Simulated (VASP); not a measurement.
A run of VASP 6.6.1:

INCAR

```
SYSTEM = Al2Au
ALGO = Normal ; EDIFF = 1E-7
ENCUT = 520 ; ISIF = 2
ISMEAR = -1 ; LASPH = .TRUE.
LCHARG = .FALSE. ; LREAL = .FALSE.
LWAVE = .FALSE. ; NBANDS = 16
NELM = 100 ; PREC = Accurate
SIGMA = 0.05
```

KPOINTS

```
k-points
0
G
  11 11 11
  0 0 0
```

File POSCAR:

```
Al2Au
1.0
    0.0000000000      2.9400000000      3.0000000000
    2.9400000000      0.0000000000      3.0000000000
    2.9400000000      2.9400000000      0.0000000000
Al Au
2 1
Direct
    0.2500000000      0.2500000000      0.2500000000
    0.7500000000      0.7500000000      0.7500000000
    0.0000000000      0.0000000000      0.0000000000
```

Potentials or basis: VASP PAW LDA potentials, release 64 (Al, Au).

Launch:

```sh
$ cat potpaw_LDA.64/Al/POTCAR potpaw_LDA.64/Au/POTCAR > POTCAR
$ mpirun -np 1 vasp_std > vasp.out
```

Hardware: 1 thread of Intel(R) Xeon(R) Platinum 8488C (Sapphire Rapids), with other jobs on the host.

Problem. Estimate the wall time of this run.

Solution. Run time: 33 s on 1 thread of Intel(R) Xeon(R) Platinum 8488C (Sapphire Rapids), with other jobs on the host, peak memory 0.22 GiB. Counts: scf iterations 12, k points 126.
